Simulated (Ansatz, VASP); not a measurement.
**One calculation of BeTe, two programs**

The input INCAR:

```
SYSTEM = BeTe
ALGO     = Normal         ! electronic algorithm
EDIFF    = 1E-7           ! SCF threshold, eV
EDIFFG   = -0.01          ! ionic threshold
ENCUT    = 600            ! plane-wave cutoff, eV
GGA      = PE             ! functional
IBRION   = 2              ! ionic algorithm
ISIF     = 3              ! what is computed and relaxed
ISMEAR   = 0              ! smearing method
IVDW     = 12             ! dispersion correction
LASPH    = .TRUE.         ! aspherical terms in the spheres
LCHARG   = .FALSE.        ! write CHGCAR
LREAL    = .FALSE.        ! projectors in reciprocal space
LWAVE    = .FALSE.        ! write WAVECAR
NELM     = 100            ! most SCF steps
NSW      = 100            ! ionic steps
PREC     = Accurate       ! precision mode
SIGMA    = 0.02           ! smearing width, eV
```

KPOINTS

```
k-points
0
G
  10 10 10
  0 0 0
```

File POSCAR:

```
BeTe
1.0
   -1.9309360733      1.9309360733      7.1283270817
    1.9309360733     -1.9309360733      7.1283270817
    1.9309360733      1.9309360733     -7.1283270817
Be Te
2 2
Direct
    0.7500000000      0.2500000000      0.5000000000
    0.2500000000      0.7500000000      0.5000000000
    0.6426396805      0.6426396805      0.0000000000
    0.3573603195      0.3573603195      0.0000000000
```

Input for Ansatz:

```yaml
crystal:
  lattice:
    - [-1.9309360733, 1.9309360733, 7.1283270817]
    - [1.9309360733, -1.9309360733, 7.1283270817]
    - [1.9309360733, 1.9309360733, -7.1283270817]
  atoms:
    - { symbol: Be, position: [0.75, 0.25, 0.5] }
    - { symbol: Be, position: [0.25, 0.75, 0.5] }
    - { symbol: Te, position: [0.6426396805, 0.6426396805, 0.0] }
    - { symbol: Te, position: [0.3573603195, 0.3573603195, 0.0] }
basis:
  ecutwfc: 420
kpoints:
  mp_grid: { grid: [10, 10, 10] }
hamiltonian:
  xc: pbe
  dispersion: d3bj
scf:
  occupations: { method: gaussian, width: 0.02 }
output:
  forces: true
  stress: true
  eigenvalues: true
  write_density: true
  write_potential: true
  elf: true
  volumetric_format: npy
relax:
  adjacent_minimum: "off"
  f_tol: 0.01
  max_steps: 80
  cell: { stress_tol: 0.05 }
```

Alike in both runs: task relaxation of cell and atoms; functional PBE; dispersion D3(BJ); k mesh 10 × 10 × 10; occupations gaussian, width 0.02 eV; no spin polarisation.

```csv
,VASP,Ansatz
version,VASP 6.6.1,Ansatz 0.2.0
potentials or method,"VASP PAW PBE potentials, release 64 (Be, Te), cutoff 600 eV","scalar-relativistic, plane waves, PAW"
valence electrons in the cell,16,36
```

VASP gave:

- gap on the k mesh at the Fermi level, each at its own relaxed structure (eV): 2.16
- relaxed volume (Å³/atom): 26.46
- relaxed cell length with the largest relative difference (Å): 7.671

**Question.** Estimate Ansatz's values.

**Answer.** gap on the k mesh at the Fermi level, each at its own relaxed structure (eV): 2.18; relaxed volume (Å³/atom): 26.46; relaxed cell length with the largest relative difference (Å): 7.676.

VASP's potentials hold 16 valence electrons a cell and Ansatz's 36, so a difference there can come from the potentials and not from the codes.

Neither program's run includes spin-orbit coupling.
